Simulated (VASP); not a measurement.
## NbH2: single point with PBEsol

NbH2:

```
Nb H
1.0
     0.18655    2.35576    2.35576
     2.35576    0.18655    2.35576
     2.35576    2.35576    0.18655
Nb H
1 2
Direct
  0.00000 0.00000 0.00000
  0.25000 0.25000 0.25000
  0.75000 0.75000 0.75000
```

```yaml
Program: VASP 6.6.1
Task: single point
Functional: PBEsol
Potentials_or_basis: VASP PAW PBE potentials, release 64 (Nb_sv, H)
Cutoff: 520 eV
k_mesh: 16 × 16 × 16
Occupations: gaussian, width 0.15 eV
Spin: no spin polarisation
Dipole_correction: no
Further_INCAR_settings: ALGO = Normal; EDIFF = 1e-06; NBANDS = 14
```

| Quantity | Value |
| --- | --- |
| Pressure | 3.2 GPa |
| Largest force | 0.547 eV/Å |
| Band gap on the k mesh | zero (an odd number of electrons rules out a gap without spin polarisation) |

Forces in eV/Å, atoms in the order of the input:
```
Nb   0.000  0.000  0.000
H   -0.316 -0.316 -0.316
H    0.316  0.316  0.316
```

Stress tensor (GPa, compression positive):
```
  3.24 -10.30 -10.30
-10.30   3.24 -10.30
-10.30 -10.30   3.24
```

Levels at points of the mesh, in eV from the Fermi level:
```
           k point  band 6  band 7  band 8  band 9  band 10  band 11
(0.00, 0.00, 0.00)   -2.30   -1.14   -1.05   -1.05     1.48     1.48
(0.50, 0.00, 0.00)   -4.58   -2.00   -0.62    2.05     3.42     4.94
(0.50, 0.50, 0.00)   -4.89   -4.49    2.45    2.88     3.54     6.39
(0.50, 0.50, 0.50)   -5.62   -1.02   -1.02    2.56     2.56     5.22
```

Wall time 68 s on 1 thread of Intel(R) Xeon(R) 6975P-C (Granite Rapids), on a shared host, peak memory 0.27 GiB.

Caveat: the cell stands under pressure; the PAW data sets were made with another functional, which shifts forces and pressure a little; an odd number of electrons without spin polarisation forces a metal; a magnetic or distorted state may lie lower.
